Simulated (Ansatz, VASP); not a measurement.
## Si4N: VASP beside Ansatz

```
Si N
1.0
     3.81552    0.00000    0.00000
    -1.90776    3.30433    0.00000
     0.00000    0.00000   28.98748
Si N
8 2
Cartesian
  1.9078 1.1014 4.0000
  0.0000 2.2029 4.7967
  0.0000 2.2029 7.1565
  1.9078 1.1014 7.9531
  1.9078 1.1014 10.3088
  0.0000 2.2029 11.0937
  0.0000 2.2029 13.5012
  1.9078 1.1014 14.1875
  1.2718 2.2029 17.8875
  1.2718 2.2029 18.9875
```

Alike in both runs: task single point; functional PBE; dispersion D3(BJ); k mesh 9 × 9 × 1; occupations gaussian, width 0.05 eV; no spin polarisation.

|  | VASP | Ansatz |
| --- | --- | --- |
| version | VASP 6.6.1 | Ansatz 0.2.0 |
| potentials or method | VASP PAW PBE potentials, release 64 (Si, N), cutoff 520 eV | scalar-relativistic, plane waves, PAW |
| valence electrons in the cell | 42 | 42 |

|  | VASP | Ansatz | Ansatz less VASP |
| --- | --- | --- | --- |
| gap on the k mesh at the Fermi level (eV) | none | none | - |
| rms of the force components (eV/Å) | 0.579 | 0.180 | -0.3996 |

Atom by atom the forces differ by 0.465 eV/Å (rms over components). A gap of «none» marks a metal or a gap that the smearing closes. One of these differences is far larger than is usual between the two programs; its cause wasn't traced.

Noted on VASP's run: the standard files for N, O and F lose accuracy on very short bonds.
